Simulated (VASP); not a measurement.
Here is a VASP 6.6.1 calculation.

The input INCAR:

```
  ALGO = Normal
  EDIFF = 1E-6
  ENCUT = 520
  GGA = PE
  ISIF = 2
  ISMEAR = 0
  LASPH = True
  LCHARG = False
  LREAL = False
  LWAVE = False
  NBANDS = 16
  NELM = 60
  PREC = Accurate
  SIGMA = 0.15
```

Contents of KPOINTS:

```
k-points
0
Gamma
  12 12 12
```

Contents of POSCAR:

```
InSb
1.0
    0.0000000000      3.4186818281      2.6139062282
    3.1929633374      0.0000000000      2.6139062282
    3.1929633374      3.4186818281      0.0000000000
In Sb
1 1
Direct
    0.0000000000      0.0000000000      0.0000000000
    0.5000000000      0.5000000000      0.5000000000
```

Potentials or basis: VASP PAW PBE potentials, release 64 (In_d, Sb).

Launch:

```bash
$ cat potpaw_PBE.64/In_d/POTCAR potpaw_PBE.64/Sb/POTCAR > POTCAR
$ mpirun -np 1 vasp_std > vasp.out
```

(1) Predict the band gap on the k mesh.

(2) Estimate the pressure.

Answers

(1) zero (band 9 reaches 7.48 eV, above the bottom of band 10 at 4.30 eV).

(2) 8.5 GPa.

Caveat: the cell differs from its parent crystal (strain +e along x and -e along y -0.0367, strain +e along z and -e/2 along x and y -0.1500); spin-orbit coupling is left out, which moves the levels of the heavy elements.
